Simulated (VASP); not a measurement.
# ZnSe (Stilleite) (F-43m) in VASP: further runs

Aim: see how the results for ZnSe (Stilleite) move with the level of theory and the settings. Levels: PBE, HSE06, PBE0. Tasks: single point.

Program: VASP 6.6.1. These are calculated values, not measurements. Logs are shortened: lines on timing, memory, paths and dates and some standing lists are left out, and cuts for length are marked.

## 1. The cell of the first run

The structure is cubic, space group F-43m (No. 216). Conventional cell: a = 5.668 Å, b = 5.668 Å, c = 5.668 Å, α = 90.00°, β = 90.00°, γ = 90.00°. Zn (site symmetry -43m) has 4 Se at 2.45 Å within 3.2 Å. Se (site symmetry -43m) has 4 Zn at 2.45 Å within 3.2 Å.

## 2. Single point, PBE

INCAR

```
PREC = Accurate ; ENCUT = 500
EDIFF = 1E-6 ; ISMEAR = 0
SIGMA = 0.01 ; LREAL = F
LASPH = T ; NELM = 120
ALGO = Normal ; ISIF = 2
LWAVE = F ; LCHARG = T
GGA = PE ; LELF = T
LVHAR = T ; NBANDS = 16
GGA_COMPAT = F
```

KPOINTS

```
regular mesh
0
Gamma
  4 4 4
```

POSCAR

```
ZnSe
1.0
    4.0075980000      0.0000000000      0.0000000000
    2.0037990000      3.4706816762      0.0000000000
    2.0037990000      1.1568938921      3.2721900647
Zn Se
1 1
Direct
    0.0000000000      0.0000000000      0.0000000000
    0.2500000000      0.2500000000      0.2500000000
```

Potentials or basis: VASP PAW PBE potentials, release 64 (Zn, Se).

Command:

```
> cat potpaw_PBE.64/Zn/POTCAR potpaw_PBE.64/Se/POTCAR > POTCAR
> mpirun -np 1 vasp_std > vasp.out
```

OUTCAR:

```text
PREC = Accurate
   ENCUT = 500
   EDIFF = 1E-6
   ISMEAR = 0
   LREAL = F
   LASPH = T
   NELM = 120
   ISIF = 2
   GGA = PE

 ion  position               nearest neighbor table
   1  0.000  0.000  0.000-   2 2.45   2 2.45   2 2.45   2 2.45
   2  0.250  0.250  0.250-   1 2.45   1 2.45   1 2.45   1 2.45

  LATTYP: Found a face centered cubic cell.
 ALAT       =     5.6675994442

  Lattice vectors:

 A1 = (   4.0075980000,   0.0000000000,   0.0000000000)
 A2 = (   2.0037990000,   3.4706816762,   0.0000000000)
 A3 = (   2.0037990000,   1.1568938921,   3.2721900647)

Analysis of symmetry for initial positions (statically):
=====================================================================
 Subroutine PRICEL returns:
 Original cell was already a primitive cell.

 Routine SETGRP: Setting up the symmetry group for a
 face centered cubic supercell.

 Subroutine GETGRP returns: Found 24 space group operations
 (whereof 24 operations were pure point group operations)
 out of a pool of 48 trial point group operations.

The static configuration has the point symmetry T_d .

Analysis of symmetry for dynamics (positions and initial velocities):
=====================================================================
 Subroutine PRICEL returns:
 Original cell was already a primitive cell.

 Routine SETGRP: Setting up the symmetry group for a
 face centered cubic supercell.

 Subroutine GETGRP returns: Found 24 space group operations
 (whereof 24 operations were pure point group operations)
 out of a pool of 48 trial point group operations.

The dynamic configuration has the point symmetry T_d .

 Subroutine INISYM returns: Found 24 space group operations
 (whereof 24 operations are pure point group operations),
 and found     1 'primitive' translations

----------------------------------------------------------------------------------------

                                     Primitive cell

  volume of cell :      45.5132

  direct lattice vectors                    reciprocal lattice vectors
     4.007598000  0.000000000  0.000000000     0.249526025 -0.144063918 -0.101868573
     2.003799000  3.470681676  0.000000000     0.000000000  0.288127836 -0.101868573
     2.003799000  1.156893892  3.272190065     0.000000000  0.000000000  0.305605720

  length of vectors
     4.007598000  4.007598000  4.007598000     0.305605720  0.305605720  0.305605720

  position of ions in fractional coordinates (direct lattice)
     0.000000000  0.000000000  0.000000000
     0.250000000  0.250000000  0.250000000

  ion indices of the primitive-cell ions
   primitive index   ion index
                 1           1
                 2           2

----------------------------------------------------------------------------------------

 KPOINTS: regular mesh

Automatic generation of k-mesh.
 Grid dimensions read from file:
 generate k-points for:    4    4    4

 Generating k-lattice:

  Cartesian coordinates                     Fractional coordinates (reciprocal lattice)
     0.062381506 -0.036015979 -0.025467143     0.250000000  0.000000000  0.000000000
     0.000000000  0.072031959 -0.025467143     0.000000000  0.250000000  0.000000000
     0.000000000  0.000000000  0.076401430     0.000000000  0.000000000  0.250000000

  Length of vectors
     0.076401430  0.076401430  0.076401430

  Shift w.r.t. Gamma in fractional coordinates (k-lattice)
     0.000000000  0.000000000  0.000000000

 Subroutine IBZKPT returns following result:
 ===========================================

 Found      8 irreducible k-points:

 Following reciprocal coordinates:
            Coordinates               Weight
  0.000000  0.000000  0.000000      1.000000
  0.250000  0.000000  0.000000      8.000000
  0.500000  0.000000  0.000000      4.000000
  0.250000  0.250000  0.000000      6.000000
  0.500000  0.250000  0.000000     24.000000
 -0.250000  0.250000  0.000000     12.000000
  0.500000  0.500000  0.000000      3.000000
 -0.250000  0.500000  0.250000      6.000000
   k-points           NKPTS =      8   k-points in BZ     NKDIM =      8   number of bands    NBANDS=     16
   number of dos      NEDOS =    301   number of ions     NIONS =      2
   total plane-waves  NPLWV =  27000
   dimension x,y,z NGX =    30 NGY =   30 NGZ =   30
   dimension x,y,z NGXF=    60 NGYF=   60 NGZF=   60
   ions per type =               1   1
   NGX,Y,Z   is equivalent  to a cutoff of  12.44, 12.44, 12.44 a.u.
   NGXF,Y,Z  is equivalent  to a cutoff of  24.89, 24.89, 24.89 a.u.
 SYSTEM =  unknown system
   PREC   = accura    normal or accurate (medium, high low for compatibility)
   ISTART =      0    job   : 0-new  1-cont  2-samecut
   ICHARG =      2    charge: 1-file 2-atom 10-const
   ISPIN  =      1    spin polarized calculation?
   LNONCOLLINEAR =      F non collinear calculations
   LSORBIT =      F    spin-orbit coupling
   LASPH  =      T    aspherical Exc in radial PAW
   ENCUT  =  500.0 eV  36.75 Ry    6.06 a.u.   7.31  7.31  7.31*2*pi/ulx,y,z
   NELM   =    120;   NELMIN=  2; NELMDL= -5     # of ELM steps
   EDIFF  = 0.1E-05   stopping-criterion for ELM
   LREAL  =      F    real-space projection
   EDIFFG = 0.1E-04   stopping-criterion for IOM
   NSW    =      0    number of steps for IOM
   IBRION =     -1    ionic relax: 0-MD 1-quasi-New 2-CG
   NFREE  =      0    steps in history (QN), initial steepest desc. (CG)
   ISIF   =      2    stress and relaxation
   ISYM   =      2    0-nonsym 1-usesym 2-fastsym
   POTIM  = 0.5000    time-step for ionic-motion
   TEBEG  =    0.0;   TEEND  =   0.0 temperature during run
   PSTRESS=    0.0 pullay stress
   NELECT =      18.0000    total number of electrons
   NUPDOWN=      -1.0000    fix difference up-down
   EMIN   =  10.00;   EMAX   =-10.00  energy-range for DOS
   EFERMI =   0.00;   METHOD = LEGACY
   ISMEAR =     0;   SIGMA  =   0.01  broadening in eV -4-tet -1-fermi 0-gaus
   EFERMI_NEDOS =   21; number of points for ismear=-14 and -15
   IALGO  =     38    algorithm
   IMIX   =      4    mixing-type and parameters
     AMIX     =   0.40;   BMIX     =  1.00
     AMIX_MAG =   1.60;   BMIX_MAG =  1.00
  volume/ion in A,a.u.               =      22.76       153.57
  Fermi-wavevector in a.u.,A,eV,Ry     =   1.201674  2.270834 19.647077  1.444019
  Thomas-Fermi vector in A             =   2.337476
   LORBIT       =      0    0 simple, 1 ext, 2 COOP (PROOUT), +10 PAW based schemes
   GGA     = PE    functional components
   LHFCALC =     F    Hartree Fock is set to
   AEXX    =    0.0000 exact exchange contribution
   IVDW    =     0    specifies the selected vdW correction
   LEPSILON=     F    determine dielectric tensor
   LRPA    =     F    only Hartree local field effects (RPA)
 non-spin polarized calculation
 Gauss-broadening in eV      SIGMA  =   0.01
  energy-cutoff  :      500.00
  volume of cell :       45.51
 maximum number of plane-waves:      1174
 NGX is ok and might be reduce to    30
   NGX = 15   NGY = 15   NGZ = 15

 number of electron      18.0000012 magnetization

 Free energy of the ion-electron system (eV)
  ---------------------------------------------------
  ext. energy  EPLUGINS =         0.00000000
  ---------------------------------------------------
  free energy    TOTEN  =        -5.95302738 eV

  energy without entropy =       -5.95302738  energy(sigma->0) =       -5.95302738

 E-fermi :   1.7429     XC(G=0):  -9.3072

 val. band max:        1.6440848973   @ k =   0.0000   0.0000   0.0000
 cond. band min:       2.9217352398   @ k =   0.0000   0.0000   0.0000
 fundamental gap:      1.2776503425
 Fermi energy:         1.7428619729

 k-point     1 :       0.0000    0.0000    0.0000
  band No.  band energies     occupation
      1     -11.6104      2.00000
      2      -4.9314      2.00000
      3      -4.9314      2.00000
      4      -4.9314      2.00000
      5      -4.5646      2.00000
      6      -4.5646      2.00000
[... 8 lines left out ...]
     15      13.0869      0.00000
     16      13.0869      0.00000

 k-point     2 :       0.2500    0.0000    0.0000
  band No.  band energies     occupation
      1     -11.2469      2.00000
      2      -4.8809      2.00000
      3      -4.8809      2.00000
      4      -4.8685      2.00000
      5      -4.5645      2.00000
      6      -4.5645      2.00000
[... 8 lines left out ...]
     15      12.0683      0.00000
     16      12.3500      0.00000

 k-point     3 :       0.5000    0.0000    0.0000
  band No.  band energies     occupation
      1     -10.8177      2.00000
      2      -4.8443      2.00000
      3      -4.8443      2.00000
      4      -4.5461      2.00000
      5      -4.5461      2.00000
      6      -4.4046      2.00000
[... 8 lines left out ...]
     15      14.7353      0.00000
     16      14.7353      0.00000

 k-point     4 :       0.2500    0.2500    0.0000
  band No.  band energies     occupation
      1     -11.1247      2.00000
      2      -4.9407      2.00000
      3      -4.8210      2.00000
      4      -4.8210      2.00000
      5      -4.5899      2.00000
      6      -4.5405      2.00000
[... 8 lines left out ...]
     15      13.9526      0.00000
     16      15.4131      0.00000

 k-point     5 :       0.5000    0.2500    0.0000
  band No.  band energies     occupation
      1     -10.6919      2.00000
      2      -4.8475      2.00000
      3      -4.7626      2.00000
      4      -4.6646      2.00000
      5      -4.5374      2.00000
      6      -4.4218      2.00000
[... 8 lines left out ...]
     15      14.9033      0.00000
     16      15.7535      0.00000

 k-point     6 :      -0.2500    0.2500    0.0000
  band No.  band energies     occupation
      1     -10.8372      2.00000
      2      -4.8325      2.00000
      3      -4.8149      2.00000
      4      -4.6767      2.00000
      5      -4.5764      2.00000
      6      -4.5143      2.00000
[... 8 lines left out ...]
     15      13.6202      0.00000
     16      15.7335      0.00000

 k-point     7 :       0.5000    0.5000    0.0000
  band No.  band energies     occupation
      1     -10.5481      2.00000
      2      -4.8987      2.00000
      3      -4.6795      2.00000
      4      -4.6795      2.00000
      5      -4.5164      2.00000
      6      -4.3838      2.00000
[... 8 lines left out ...]
     15      15.5614      0.00000
     16      16.0600      0.00000

 k-point     8 :      -0.2500    0.5000    0.2500
  band No.  band energies     occupation
      1     -10.5432      2.00000
      2      -4.8143      2.00000
      3      -4.7256      2.00000
      4      -4.5964      2.00000
      5      -4.5939      2.00000
      6      -4.2627      2.00000
[... 8 lines left out ...]
     15      15.3977      0.00000
     16      15.7325      0.00000

------------------------ aborting loop because EDIFF is reached ----------------------------------------

  FORCE on cell =-STRESS in cart. coord.  units (eV):
  Direction    XX          YY          ZZ          XY          YZ          ZX
  --------------------------------------------------------------------------------------
  -------------------------------------------------------------------------------------
  Total        0.7619341      0.7619341      0.7619341      0.0000000      0.0000000     -0.0000000
  in kB       26.8219633     26.8219633     26.8219633      0.0000000      0.0000000     -0.0000000
  external PRESSURE =      26.8219633 kB  Pullay stress =       0.0000000 kB

 VOLUME and BASIS-vectors are now :
 -----------------------------------------------------------------------------
  energy-cutoff  :      500.00
  volume of cell :       45.51
      direct lattice vectors                 reciprocal lattice vectors
     4.007598000  0.000000000  0.000000000     0.249526025 -0.144063918 -0.101868573
     2.003799000  3.470681676  0.000000000     0.000000000  0.288127836 -0.101868573
     2.003799000  1.156893892  3.272190065     0.000000000  0.000000000  0.305605720

 POSITION                                       TOTAL-FORCE (eV/Angst)
 -----------------------------------------------------------------------------------
      0.00000      0.00000      0.00000         0.000000      0.000000     -0.000000
      2.00380      1.15689      0.81805        -0.000000      0.000000      0.000000
 -----------------------------------------------------------------------------------
    total drift:                               -0.000000     -0.000000     -0.000000

  FREE ENERGIE OF THE ION-ELECTRON SYSTEM (eV)
  ---------------------------------------------------
  free  energy   TOTEN  =        -5.9530273782 eV

  energy  without entropy=       -5.9530273782  energy(sigma->0) =       -5.95302738
```

It took 8.1 s on 1 thread of Intel Xeon Platinum 8488C (Sapphire Rapids), shared host; peak memory 0.16 GiB.

What came out:

| Item | Value |
| --- | --- |
| Free energy | -5.9530 eV |
| Pressure | 2.7 GPa |
| Band gap on the k mesh | 1.28 eV, direct |

Caveat: the k points lie up to 0.48 Å⁻¹ apart.

## 3. Single point, HSE06

POSCAR is that of step 2.

INCAR.step1

```
  PREC = Accurate
  ENCUT = 400
  EDIFF = 1E-5
  ISMEAR = 0
  SIGMA = 0.01
  LREAL = False
  LASPH = True
  NELM = 120
  ALGO = Normal
  ISIF = 2
  LWAVE = True
  LCHARG = False
  GGA = PE
  NBANDS = 16
  GGA_COMPAT = False
```

INCAR.step2

```
  PREC = Accurate
  ENCUT = 400
  EDIFF = 1E-6
  ISMEAR = 0
  SIGMA = 0.01
  LREAL = False
  LASPH = True
  NELM = 120
  ALGO = Normal
  ISIF = 2
  LWAVE = False
  LCHARG = False
  GGA = PE
  LHFCALC = True
  HFSCREEN = 0.2079
  PRECFOCK = Normal
  ISTART = 1
  NBANDS = 16
  GGA_COMPAT = False
```

KPOINTS

```
Automatic mesh
0
Gamma
  4 4 4
```

Potentials or basis: VASP PAW PBE potentials, release 64 (Zn, Se).

Command:

```
> cat potpaw_PBE.64/Zn/POTCAR potpaw_PBE.64/Se/POTCAR > POTCAR
> cp INCAR.step1 INCAR
> mpirun -np 1 vasp_std > vasp.out
> cp INCAR.step2 INCAR
> mpirun -np 1 vasp_std > vasp.out
```

It took 4.4 min on 1 thread of Intel Xeon Platinum 8488C (Sapphire Rapids), shared host; peak memory 0.26 GiB.

Results (log left out):

```yaml
Free_energy: -7.3728 eV
Pressure: 1.2 GPa
Band_gap_on_the_k_mesh: 2.43 eV, direct
```

Levels at points of the mesh, in eV from the valence-band top:
```tsv
k point	band 6	band 7	band 8	band 9	band 10	band 11	band 12	band 13
(0.00, 0.00, 0.00)	-7.86	0.00	0.00	0.00	2.43	6.94	6.94	6.94
(0.50, 0.00, 0.00)	-7.67	-5.53	-0.91	-0.91	3.66	7.49	7.49	9.75
(0.50, 0.50, 0.00)	-7.63	-5.13	-2.31	-2.31	3.86	4.50	12.18	12.81
```

Caveat: the k points lie up to 0.48 Å⁻¹ apart; the PAW data sets were made with another functional, which shifts forces and pressure a little.

## 4. Single point, PBE0

POSCAR is that of step 3.

INCAR.step1

```
PREC = Accurate ; ENCUT = 400
EDIFF = 1E-5 ; ISMEAR = 0
SIGMA = 0.01 ; LREAL = F
LASPH = T ; NELM = 120
ALGO = Normal ; ISIF = 2
LWAVE = T ; LCHARG = F
GGA = PE ; NBANDS = 16
GGA_COMPAT = F
```

INCAR.step2

```
PREC = Accurate ; ENCUT = 400
EDIFF = 1E-6 ; ISMEAR = 0
SIGMA = 0.01 ; LREAL = F
LASPH = T ; NELM = 120
ALGO = Normal ; ISIF = 2
LWAVE = F ; LCHARG = F
GGA = PE ; LHFCALC = T
AEXX = 0.25 ; PRECFOCK = Normal
ISTART = 1 ; NBANDS = 16
GGA_COMPAT = F
```

KPOINTS

```
regular mesh
0
Gamma
  4 4 4
```

Command:

```
> cat potpaw_PBE.64/Zn/POTCAR potpaw_PBE.64/Se/POTCAR > POTCAR
> cp INCAR.step1 INCAR
> mpirun -np 1 vasp_std > vasp.out
> cp INCAR.step2 INCAR
> mpirun -np 1 vasp_std > vasp.out
```

Run time: 3.9 min. Hardware: 1 thread of Intel Xeon Platinum 8488C (Sapphire Rapids), shared host; peak memory 0.17 GiB.

It converged, with:

| Quantity | Value |
| --- | --- |
| Free energy | -7.9504 eV |
| Pressure | 0.9 GPa |
| Band gap on the k mesh | 3.14 eV, direct |

Levels at points of the mesh, in eV from the valence-band top:
| k point | band 5 | band 6 | band 7 | band 8 | band 9 | band 10 | band 11 | band 12 | band 13 | band 14 |
| --- | --- | --- | --- | --- | --- | --- | --- | --- | --- | --- |
| (0.00, 0.00, 0.00) | -7.90 | -7.90 | 0.00 | 0.00 | 0.00 | 3.14 | 7.69 | 7.69 | 7.69 | 12.02 |
| (0.50, 0.00, 0.00) | -7.88 | -7.71 | -5.59 | -0.92 | -0.92 | 4.38 | 8.24 | 8.24 | 10.47 | 13.08 |
| (0.50, 0.50, 0.00) | -7.85 | -7.67 | -5.18 | -2.33 | -2.33 | 4.58 | 5.24 | 12.94 | 13.58 | 13.58 |

Caveat: the k points lie up to 0.48 Å⁻¹ apart; the PAW data sets were made with another functional, which shifts forces and pressure a little.

## 5. Summary

```csv
level,cutoff (eV),grid for exact exchange (PRECFOCK),screening parameter,gap on the mesh (eV),pressure (GPa)
PBE,500,-,-,1.28,2.7
HSE06,400,Normal,0.2079 1/Å,2.43,1.2
PBE0,400,Normal,-,3.14,0.9
```

Alike in all rows: task single point; potentials or basis VASP PAW PBE potentials, release 64 (Zn, Se); no spin polarisation; cell as given; k mesh 4 × 4 × 4; smearing gaussian 0.01 eV.

Caveats: all runs use coarse meshes; the PAW data sets were made with another functional, which shifts forces and pressure a little (some runs).

Total energies depend on the potentials used, so only differences within one code and one set of settings carry meaning.
